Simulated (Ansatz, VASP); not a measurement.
PtSe2 in VASP and in Ansatz

```xyz
6
Lattice="3.7070 0.0000 0.0000 -1.8535 3.2104 0.0000 0.0000 0.0000 22.7982" Properties=species:S:1:pos:R:3 pbc="T T T"
Se    1.8535    1.0701    4.5000
Se    0.0000    2.1403    7.1491
Se    1.2357    3.2104   10.2591
Se   -0.6178    4.2805   12.9082
Pt    0.0000    0.0000    5.8245
Pt   -0.6178    2.1403   11.5836
```

Alike in both runs: task single point; functional PBE; dispersion D3(BJ); k mesh 9 × 9 × 1; occupations gaussian, width 0.05 eV; no spin polarisation.

|  | VASP | Ansatz |
| --- | --- | --- |
| version | VASP 6.6.1 | Ansatz 0.2.0 |
| potentials or method | VASP PAW PBE potentials, release 64 (Se, Pt), cutoff 520 eV | scalar-relativistic, plane waves, PAW |
| valence electrons in the cell | 44 | 100 |

|  | VASP | Ansatz | Ansatz less VASP |
| --- | --- | --- | --- |
| gap on the k mesh at the Fermi level (eV) | 0.74 | 0.75 | +0.008 |
| least direct gap on the mesh (eV) | 1.04 | 1.05 | +0.009 |
| rms of the force components (eV/Å) | 0.031 | 0.031 | +0.0001 |

VASP's potentials hold 44 valence electrons a cell and Ansatz's 100, so a difference there can come from the potentials and not from the codes.

Spin-orbit coupling is off throughout.
